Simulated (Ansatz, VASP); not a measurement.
Two plane-wave programs on CdSe

```
Cd Se
1.0
     0.00000    2.87396    2.87396
     2.87396    0.00000    2.87396
     2.87396    2.87396    0.00000
Cd Se
1 1
Cartesian
  0.0000 0.0000 0.0000
  2.8740 2.8740 2.8740
```

Alike in both runs: task single point; functional revPBE; dispersion D4; k mesh 5 × 5 × 5; occupations methfessel-paxton of order 1, width 0.1 eV; no spin polarisation.

```csv
,VASP,Ansatz
version,VASP 6.6.1,Ansatz 0.2.0
potentials or method,"VASP PAW PBE potentials, release 64 (Cd, Se)",Ansatz PAW large core
plane-wave cutoff (eV),500,420
valence electrons in the cell,18,26
```

Ansatz gave:

- gap on the k mesh at the Fermi level (eV): 0.13
- least direct gap on the mesh (eV): 0.79
- pressure (GPa): -3.2

Problem. What did VASP give for the same quantities?

Solution. gap on the k mesh at the Fermi level (eV): 0.12; least direct gap on the mesh (eV): 0.76; pressure (GPa): -2.9.

VASP's potentials were made for PBE, not for revPBE. VASP's potentials hold 18 valence electrons a cell and Ansatz's 26, so a difference there can come from the potentials and not from the codes.

Noted on Ansatz's run: odd divisions of the mesh miss points on the zone boundary, where band edges often lie, so the gap on the mesh can be too wide.
